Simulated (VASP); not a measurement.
# BeS (CsCl type) (Pm-3m) in VASP: further runs

The runs below take BeS (CsCl type) through relaxation of cell and atoms, single point, with PBE.

All numbers are computed with VASP 6.6.1; they aren't measurements. Logs are shortened: lines on timing, memory, paths and dates and some standing lists are left out, and cuts for length are marked.

## (1) The cell of the first run

The structure is cubic, space group Pm-3m (No. 221). The conventional cell has a = 2.964 Å, b = 2.964 Å, c = 2.964 Å, α = 90.00°, β = 90.00°, γ = 90.00°. Within 3.4 Å of Be (site symmetry m-3m) lie 8 S at 2.57 Å and 6 Be at 2.96 Å. Within 3.4 Å of S (site symmetry m-3m) lie 8 Be at 2.57 Å and 6 S at 2.96 Å.

## (2) Relaxation of cell and atoms, PBE, target pressure -2.9 GPa, at which the enthalpy is minimised

File INCAR:

```
SYSTEM = BeS
ALGO = Normal
EDIFF = 1E-6
EDIFFG = -0.005
ENCUT = 600
GGA = PE
IBRION = 2
ISIF = 3
ISMEAR = -1
LASPH = .TRUE.
LCHARG = .FALSE.
LREAL = .FALSE.
LWAVE = .FALSE.
NELM = 80
NSW = 32
PREC = Accurate
PSTRESS = -29.0
SIGMA = 0.08
```

File KPOINTS:

```
k-points
0
G
  14 14 14
  0 0 0
```

File POSCAR:

```
BeS
1.0
    2.9638069668      0.0000000000      0.0000000000
    0.0000000000      2.9638069668      0.0000000000
    0.0000000000      0.0000000000      2.9638069668
Be S
1 1
Direct
    0.0000000000      0.0000000000      0.0000000000
    0.5000000000      0.5000000000      0.5000000000
```

Potentials or basis: VASP PAW PBE potentials, release 64 (Be, S).

The run is started by

```bash
> cat potpaw_PBE.64/Be/POTCAR potpaw_PBE.64/S/POTCAR > POTCAR
> mpirun -np 1 vasp_std > vasp.out
```

OUTCAR:

```text
SYSTEM = BeS
   EDIFF = 1E-6
   EDIFFG = -0.005
   ENCUT = 600
   GGA = PE
   IBRION = 2
   ISIF = 3
   ISMEAR = -1
   LASPH = .TRUE.
   LREAL = .FALSE.
   NELM = 80
   NSW = 32
   PREC = Accurate
   PSTRESS = -29.0

 ion  position               nearest neighbor table
   1  0.000  0.000  0.000-   2 2.57   2 2.57   2 2.57   2 2.57   2 2.57   2 2.57   2 2.57   2 2.57

   2  0.500  0.500  0.500-   1 2.57   1 2.57   1 2.57   1 2.57   1 2.57   1 2.57   1 2.57   1 2.57

  LATTYP: Found a simple cubic cell.
 ALAT       =     2.9638069668

  Lattice vectors:

 A1 = (   2.9638069668,   0.0000000000,   0.0000000000)
 A2 = (   0.0000000000,   2.9638069668,   0.0000000000)
 A3 = (   0.0000000000,   0.0000000000,   2.9638069668)

Analysis of symmetry for initial positions (statically):
=====================================================================
 Subroutine PRICEL returns:
 Original cell was already a primitive cell.

 Routine SETGRP: Setting up the symmetry group for a
 simple cubic supercell.

 Subroutine GETGRP returns: Found 48 space group operations
 (whereof 48 operations were pure point group operations)
 out of a pool of 48 trial point group operations.

The static configuration has the point symmetry O_h .

Analysis of symmetry for dynamics (positions and initial velocities):
=====================================================================
 Subroutine PRICEL returns:
 Original cell was already a primitive cell.

 Routine SETGRP: Setting up the symmetry group for a
 simple cubic supercell.

 Subroutine GETGRP returns: Found 48 space group operations
 (whereof 48 operations were pure point group operations)
 out of a pool of 48 trial point group operations.

The dynamic configuration has the point symmetry O_h .

 Subroutine INISYM returns: Found 48 space group operations
 (whereof 48 operations are pure point group operations),
 and found     1 'primitive' translations

----------------------------------------------------------------------------------------

                                     Primitive cell

  volume of cell :      26.0345

  direct lattice vectors                    reciprocal lattice vectors
     2.963806967  0.000000000  0.000000000     0.337403890  0.000000000  0.000000000
     0.000000000  2.963806967  0.000000000     0.000000000  0.337403890  0.000000000
     0.000000000  0.000000000  2.963806967     0.000000000  0.000000000  0.337403890

  length of vectors
[... 89 lines left out ...]
   ISYM   =      2    0-nonsym 1-usesym 2-fastsym
   POTIM  = 0.5000    time-step for ionic-motion
   TEBEG  =    0.0;   TEEND  =   0.0 temperature during run
   PSTRESS=  -29.0 pullay stress
   NELECT =       8.0000    total number of electrons
   NUPDOWN=      -1.0000    fix difference up-down
   EMIN   =  10.00;   EMAX   =-10.00  energy-range for DOS
   EFERMI =   0.00;   METHOD = LEGACY
   ISMEAR =    -1;   SIGMA  =   0.08  broadening in eV -4-tet -1-fermi 0-gaus
   EFERMI_NEDOS =   21; number of points for ismear=-14 and -15
   IALGO  =     38    algorithm
   IMIX   =      4    mixing-type and parameters
     AMIX     =   0.40;   BMIX     =  1.00
     AMIX_MAG =   1.60;   BMIX_MAG =  1.00
  volume/ion in A,a.u.               =      13.02        87.84
  Fermi-wavevector in a.u.,A,eV,Ry     =   1.104727  2.087631 16.604842  1.220421
  Thomas-Fermi vector in A             =   2.241204
   LORBIT       =      0    0 simple, 1 ext, 2 COOP (PROOUT), +10 PAW based schemes
   GGA     = PE    functional components
   LHFCALC =     F    Hartree Fock is set to
   AEXX    =    0.0000 exact exchange contribution
   IVDW    =     0    specifies the selected vdW correction
   LEPSILON=     F    determine dielectric tensor
   LRPA    =     F    only Hartree local field effects (RPA)
 conjugate gradient relaxation of ions
 non-spin polarized calculation
  energy-cutoff  :      600.00
  volume of cell :       26.03
 maximum number of plane-waves:       912
 NGX is ok and might be reduce to    24
   NGX = 11   NGY = 11   NGZ = 11

 number of electron       8.0000001 magnetization

 Free energy of the ion-electron system (eV)
  ---------------------------------------------------
  ext. energy  EPLUGINS =         0.00000000
  ---------------------------------------------------
  free energy    TOTEN  =        -6.98411619 eV

  energy without entropy =       -6.96469265  energy(sigma->0) =       -6.97440442

 E-fermi :   7.0801     XC(G=0): -10.5581

 val. band max:        7.0530985611   @ k =   0.4286   0.3571   0.1429
 cond. band min:       7.0819044551   @ k =   0.4286   0.0000   0.0000
 fundamental gap:      0.0288058940
 Fermi energy:         7.0801065674

 k-point     1 :       0.0000    0.0000    0.0000
  band No.  band energies     occupation
      1      -8.6268      2.00000
      2       5.5476      2.00000
      3       5.5476      2.00000
      4       5.5476      2.00000
      5       8.6170      0.00000
      6      12.3476      0.00000
      7      12.3476      0.00000
      8      16.9418      0.00000
[... 243 lines left out ...]
 k-point    24 :       0.3571    0.2143    0.0000
  band No.  band energies     occupation
      1      -6.8086      2.00000
      2       0.3383      2.00000
      3       3.4664      2.00000
      4       7.1628      0.52477
      5       9.8501      0.00000
      6      11.9786      0.00000
      7      13.6916      0.00000
      8      15.0973      0.00000

 [... further k-points ...]

------------------------ aborting loop because EDIFF is reached ----------------------------------------

  FORCE on cell =-STRESS in cart. coord.  units (eV):
  Direction    XX          YY          ZZ          XY          YZ          ZX
  --------------------------------------------------------------------------------------
  -------------------------------------------------------------------------------------
  Total       -0.4729838     -0.4729838     -0.4729838      0.0000000     -0.0000000      0.0000000
  in kB      -29.1076472    -29.1076472    -29.1076472      0.0000000     -0.0000000      0.0000000
  external PRESSURE =      -0.1076472 kB  Pullay stress =     -29.0000000 kB

 VOLUME and BASIS-vectors are now :
 -----------------------------------------------------------------------------
  energy-cutoff  :      600.00
  volume of cell :       26.03
      direct lattice vectors                 reciprocal lattice vectors
     2.963806967  0.000000000  0.000000000     0.337403890  0.000000000  0.000000000
     0.000000000  2.963806967  0.000000000     0.000000000  0.337403890  0.000000000
     0.000000000  0.000000000  2.963806967     0.000000000  0.000000000  0.337403890

 POSITION                                       TOTAL-FORCE (eV/Angst)
 -----------------------------------------------------------------------------------
      0.00000      0.00000      0.00000         0.000000      0.000000      0.000000
      1.48190      1.48190      1.48190         0.000000      0.000000      0.000000
 -----------------------------------------------------------------------------------
    total drift:                               -0.000000     -0.000000     -0.000000

  FREE ENERGIE OF THE ION-ELECTRON SYSTEM (eV)
  ---------------------------------------------------
  free  energy   TOTEN  =        -6.9841161874 eV

  energy  without entropy=       -6.9646926518  energy(sigma->0) =       -6.97440442

  enthalpy is  TOTEN    =        -7.4553507749 eV   P V=       -0.4712345876

 reached required accuracy - stopping structural energy minimisation
```

Wall time 11 s (1 thread of AMD EPYC 9R45 (Zen 5), shared host); peak memory 0.12 GiB.

Results:

```
Free energy             : -6.9841 eV
Pressure after relaxing : -2.9 GPa
Band gap on the k mesh  : zero (bands 4 and 5 overlap by 1.74 eV)
```

Final structure:
```xyz
2
Lattice="2.9638 0.0000 0.0000 0.0000 2.9638 0.0000 0.0000 0.0000 2.9638" Properties=species:S:1:pos:R:3 pbc="T T T"
Be    0.0000    0.0000    0.0000
S     1.4819    1.4819    1.4819
```

Caveat: the relaxation stopped at its first step, so nothing moved; the cell is relaxed towards a set pressure, so the run minimises the enthalpy, not the energy.

## (3) Single point, PBE

File INCAR:

```
SYSTEM = BeS
PREC = Accurate ; ENCUT = 520
EDIFF = 1E-7 ; ISMEAR = -1
SIGMA = 0.08 ; LREAL = .FALSE.
LASPH = .TRUE. ; NELM = 100
ALGO = Normal ; ISIF = 2
LWAVE = .FALSE. ; LCHARG = .TRUE.
GGA = PE ; LELF = .TRUE.
LVHAR = .TRUE. ; NBANDS = 11
```

File KPOINTS:

```
regular mesh
0
G
  14 14 14
  0 0 0
```

POSCAR is that of step 2.

Potentials or basis: VASP PAW PBE potentials, release 64 (Be, S).

The run is started by

```bash
> cat potpaw_PBE.64/Be/POTCAR potpaw_PBE.64/S/POTCAR > POTCAR
> mpirun -np 1 vasp_std > vasp.out
```

It took 27 s on 1 thread of Intel Xeon 8259CL, shared host; peak memory 0.16 GiB.

The run converged. Its results:

```yaml
Free_energy: -6.9838 eV
Pressure: -2.9 GPa
Band_gap_on_the_k_mesh: zero (bands 4 and 5 overlap by 1.74 eV)
```

Levels at points of the mesh, in eV from the Fermi level:
```tsv
k point	band 1	band 2	band 3	band 4	band 5	band 6	band 7	band 8
(0.00, 0.00, 0.00)	-15.71	-1.53	-1.53	-1.53	1.54	5.27	5.27	9.86
(0.50, 0.00, 0.00)	-13.96	-8.28	0.13	0.13	3.50	5.33	5.33	6.69
(0.50, 0.50, 0.00)	-12.19	-6.52	-6.52	-1.54	1.07	7.65	7.65	7.94
(0.50, 0.50, 0.50)	-10.72	-4.20	-4.20	-4.20	-0.30	-0.30	-0.30	3.86
```

## (4) Single point, PBE

File INCAR:

```
SYSTEM = BeS
  PREC = Accurate
  ENCUT = 520
  EDIFF = 1E-6
  ISMEAR = -1
  SIGMA = 0.08
  LREAL = .FALSE.
  LASPH = .TRUE.
  NELM = 60
  ALGO = Normal
  ISIF = 2
  LWAVE = .FALSE.
  LCHARG = .FALSE.
  GGA = PE
  NBANDS = 11
```

KPOINTS is that of step 3.

File POSCAR:

```
BeS
1.0
    2.9645268341      0.0000000000      0.0000000000
    0.0000000000      2.9645268341      0.0000000000
    0.0000000000      0.0000000000      2.9645268341
Be S
1 1
Direct
    0.0000000000      0.0000000000      0.0000000000
    0.5000000000      0.5000000000      0.5000000000
```

Potentials or basis: VASP PAW PBE potentials, release 64 (Be, S).

The run is started by

```bash
> cat potpaw_PBE.64/Be/POTCAR potpaw_PBE.64/S/POTCAR > POTCAR
> mpirun -np 1 vasp_std > vasp.out
```

OUTCAR:

```text
SYSTEM = BeS
   PREC = Accurate
   ENCUT = 520
   EDIFF = 1E-6
   ISMEAR = -1
   LREAL = .FALSE.
   LASPH = .TRUE.
   NELM = 60
   ISIF = 2
   GGA = PE

 ion  position               nearest neighbor table
   1  0.000  0.000  0.000-   2 2.57   2 2.57   2 2.57   2 2.57   2 2.57   2 2.57   2 2.57   2 2.57

   2  0.500  0.500  0.500-   1 2.57   1 2.57   1 2.57   1 2.57   1 2.57   1 2.57   1 2.57   1 2.57

  LATTYP: Found a simple cubic cell.
 ALAT       =     2.9645268341

  Lattice vectors:

 A1 = (   2.9645268341,   0.0000000000,   0.0000000000)
 A2 = (   0.0000000000,   2.9645268341,   0.0000000000)
 A3 = (   0.0000000000,   0.0000000000,   2.9645268341)

Analysis of symmetry for initial positions (statically):
=====================================================================
 Subroutine PRICEL returns:
 Original cell was already a primitive cell.

 Routine SETGRP: Setting up the symmetry group for a
 simple cubic supercell.

 Subroutine GETGRP returns: Found 48 space group operations
 (whereof 48 operations were pure point group operations)
 out of a pool of 48 trial point group operations.

The static configuration has the point symmetry O_h .

Analysis of symmetry for dynamics (positions and initial velocities):
=====================================================================
 Subroutine PRICEL returns:
 Original cell was already a primitive cell.

 Routine SETGRP: Setting up the symmetry group for a
 simple cubic supercell.

 Subroutine GETGRP returns: Found 48 space group operations
 (whereof 48 operations were pure point group operations)
 out of a pool of 48 trial point group operations.

The dynamic configuration has the point symmetry O_h .

 Subroutine INISYM returns: Found 48 space group operations
 (whereof 48 operations are pure point group operations),
 and found     1 'primitive' translations

----------------------------------------------------------------------------------------
[... 119 lines left out ...]
   LHFCALC =     F    Hartree Fock is set to
   AEXX    =    0.0000 exact exchange contribution
   IVDW    =     0    specifies the selected vdW correction
   LEPSILON=     F    determine dielectric tensor
   LRPA    =     F    only Hartree local field effects (RPA)
 non-spin polarized calculation
  energy-cutoff  :      520.00
  volume of cell :       26.05
 maximum number of plane-waves:       739
 NGX is ok and might be reduce to    24
   NGX = 11   NGY = 11   NGZ = 11

 number of electron       8.0000001 magnetization

 Free energy of the ion-electron system (eV)
  ---------------------------------------------------
  ext. energy  EPLUGINS =         0.00000000
  ---------------------------------------------------
  free energy    TOTEN  =        -6.98346142 eV

  energy without entropy =       -6.96402546  energy(sigma->0) =       -6.97374344

 E-fermi :   7.0722     XC(G=0): -10.5551

 val. band max:        7.0458402401   @ k =   0.4286   0.3571   0.1429
 cond. band min:       7.0732039941   @ k =   0.4286   0.0000   0.0000
 fundamental gap:      0.0273637540
 Fermi energy:         7.0721984519

 k-point     1 :       0.0000    0.0000    0.0000
  band No.  band energies     occupation
      1      -8.6290      2.00000
      2       5.5403      2.00000
      3       5.5403      2.00000
      4       5.5403      2.00000
      5       8.6029      0.00000
      6      12.3415      0.00000
      7      12.3415      0.00000
      8      16.9273      0.00000
      9      16.9273      0.00000
     10      16.9273      0.00000
     11      23.0146      0.00000
[... 309 lines left out ...]
 k-point    24 :       0.3571    0.2143    0.0000
  band No.  band energies     occupation
      1      -6.8126      2.00000
      2       0.3344      2.00000
      3       3.4604      2.00000
      4       7.1540      0.52884
      5       9.8412      0.00000
      6      11.9669      0.00000
      7      13.6812      0.00000
      8      15.0839      0.00000
      9      16.9353      0.00000
     10      20.2799      0.00000
     11      21.6368      0.00000

 [... further k-points ...]

------------------------ aborting loop because EDIFF is reached ----------------------------------------

  FORCE on cell =-STRESS in cart. coord.  units (eV):
  Direction    XX          YY          ZZ          XY          YZ          ZX
  --------------------------------------------------------------------------------------
  -------------------------------------------------------------------------------------
  Total       -0.4871337     -0.4871337     -0.4871337     -0.0000000      0.0000000     -0.0000000
  in kB      -29.9566026    -29.9566026    -29.9566026     -0.0000000      0.0000000     -0.0000000
  external PRESSURE =     -29.9566026 kB  Pullay stress =       0.0000000 kB

 VOLUME and BASIS-vectors are now :
 -----------------------------------------------------------------------------
  energy-cutoff  :      520.00
  volume of cell :       26.05
      direct lattice vectors                 reciprocal lattice vectors
     2.964526834  0.000000000  0.000000000     0.337321959  0.000000000  0.000000000
     0.000000000  2.964526834  0.000000000     0.000000000  0.337321959  0.000000000
     0.000000000  0.000000000  2.964526834     0.000000000  0.000000000  0.337321959

 POSITION                                       TOTAL-FORCE (eV/Angst)
 -----------------------------------------------------------------------------------
      0.00000      0.00000      0.00000         0.000000      0.000000      0.000000
      1.48226      1.48226      1.48226         0.000000      0.000000      0.000000
 -----------------------------------------------------------------------------------
    total drift:                               -0.000000     -0.000000     -0.000000

  FREE ENERGIE OF THE ION-ELECTRON SYSTEM (eV)
  ---------------------------------------------------
  free  energy   TOTEN  =        -6.9834614195 eV

  energy  without entropy=       -6.9640254556  energy(sigma->0) =       -6.97374344
```

stdout:

```text
POSCAR found type information on POSCAR BeS
 POSCAR found :  2 types and       2 ions
 scaLAPACK will be used
 LDA part: xc-table for (Slater+PW92), standard interpolation
 POSCAR, INCAR and KPOINTS ok, starting setup
 FFT: planning ... GRIDC
 FFT: planning ... GRID_SOFT
 FFT: planning ... GRID
 WAVECAR not read
 entering main loop
```

It took 28 s on 1 thread of Intel Xeon 8259CL, shared host; peak memory 0.16 GiB.

Results:

```yaml
Free_energy: -6.9835 eV
Pressure: -3.0 GPa
Band_gap_on_the_k_mesh: zero (bands 4 and 5 overlap by 1.74 eV)
```

Levels at points of the mesh, in eV from the Fermi level:
```tsv
k point	band 1	band 2	band 3	band 4	band 5	band 6	band 7	band 8
(0.00, 0.00, 0.00)	-15.70	-1.53	-1.53	-1.53	1.53	5.27	5.27	9.86
(0.50, 0.00, 0.00)	-13.96	-8.28	0.13	0.13	3.49	5.33	5.33	6.69
(0.50, 0.50, 0.00)	-12.19	-6.52	-6.52	-1.54	1.07	7.64	7.64	7.94
(0.50, 0.50, 0.50)	-10.72	-4.19	-4.19	-4.19	-0.29	-0.29	-0.29	3.86
```

## (5) Relaxation of cell and atoms, PBE, target pressure -2.9 GPa, at which the enthalpy is minimised

This run uses another cell than the first one, of 11.82 Å³/atom.

File INCAR:

```
PREC = Accurate
ENCUT = 600
EDIFF = 1E-6
ISMEAR = -1
SIGMA = 0.08
LREAL = False
LASPH = True
NELM = 60
ALGO = Normal
ISIF = 3
LWAVE = False
LCHARG = False
GGA = PE
IBRION = 2
NSW = 60
EDIFFG = -0.005
PSTRESS = -29.0
```

File KPOINTS:

```
regular mesh
0
Gamma
  14 14 14
```

File POSCAR:

```
BeS
1.0
    2.8697300296      0.0000000000      0.0000000000
    0.0000000000      2.8697300296      0.0000000000
    0.0000000000      0.0000000000      2.8697300296
Be S
1 1
Direct
    0.0000000000      0.0000000000      0.0000000000
    0.5000000000      0.5000000000      0.5000000000
```

The run is started by

```bash
> cat potpaw_PBE.64/Be/POTCAR potpaw_PBE.64/S/POTCAR > POTCAR
> mpirun -np 1 vasp_std > vasp.out
```

It took 40 s on 1 thread of Intel Xeon 8259CL, shared host; peak memory 0.16 GiB.

It converged, with:

* Free energy: -6.9836 eV
* Relaxed volume: 13.02 Å³/atom
* Relaxed cell: a = 2.964 Å, b = 2.964 Å, c = 2.964 Å, α = 90.00°, β = 90.00°, γ = 90.00°
* Space group after relaxing (to 0.1 Å): Pm-3m (No. 221)
* Energy change on relaxing (the run minimises the enthalpy): -7.1 meV/atom
* Ionic steps: 3
* Pressure after relaxing: -2.9 GPa
* Band gap on the k mesh: zero (bands 4 and 5 overlap by 1.74 eV)

The path:
```tsv
step	energy change (eV)	largest force (eV/Å)	pressure (GPa)	volume (Å³)
1	0.0000	0.0000	5.47	23.63
2	-0.0181	0.0000	-2.27	25.81
3	-0.0143	0.0000	-2.94	26.04
```

Final structure:
```
Be S
1.0
     2.96411    0.00000    0.00000
     0.00000    2.96411    0.00000
     0.00000    0.00000    2.96411
Be S
1 1
Direct
  0.00000 0.00000 0.00000
  0.50000 0.50000 0.50000
```

Levels at points of the mesh, in eV from the Fermi level:
| k point | band 2 | band 3 | band 4 | band 5 | band 6 | band 7 |
| --- | --- | --- | --- | --- | --- | --- |
| (0.00, 0.00, 0.00) | -1.53 | -1.53 | -1.53 | 1.53 | 5.27 | 5.27 |
| (0.50, 0.00, 0.00) | -8.28 | 0.13 | 0.13 | 3.49 | 5.33 | 5.33 |
| (0.50, 0.50, 0.00) | -6.52 | -6.52 | -1.54 | 1.07 | 7.64 | 7.64 |
| (0.50, 0.50, 0.50) | -4.19 | -4.19 | -4.19 | -0.29 | -0.29 | -0.29 |

Caveat: the cell is relaxed towards a set pressure, so the run minimises the enthalpy, not the energy.

## (6) The runs side by side

| task | cell | cutoff (eV) | gap on the mesh (eV) | pressure (GPa) |
| --- | --- | --- | --- | --- |
| relaxation of cell and atoms | relaxed to -2.9 GPa from a = 2.964 Å, 2 atoms | 600 | none | -2.9 |
| single point | a = 2.964 Å, 2 atoms | 520 | none | -2.9 |
| single point | a = 2.965 Å, 2 atoms | 520 | none | -3.0 |
| relaxation of cell and atoms | relaxed to -2.9 GPa from a = 2.870 Å, 2 atoms | 600 | none | -2.9 |

Alike in all rows: level PBE; potentials or basis VASP PAW PBE potentials, release 64 (Be, S); no spin polarisation; k mesh 14 × 14 × 14; smearing fermi-dirac 0.08 eV.

Caveats: the cell is relaxed towards a set pressure, so the run minimises the enthalpy, not the energy (at least some runs); the relaxation stopped at its first step, so nothing moved (at least some runs).

Total energies depend on the potentials used, so only differences within one code and one set of settings carry meaning.
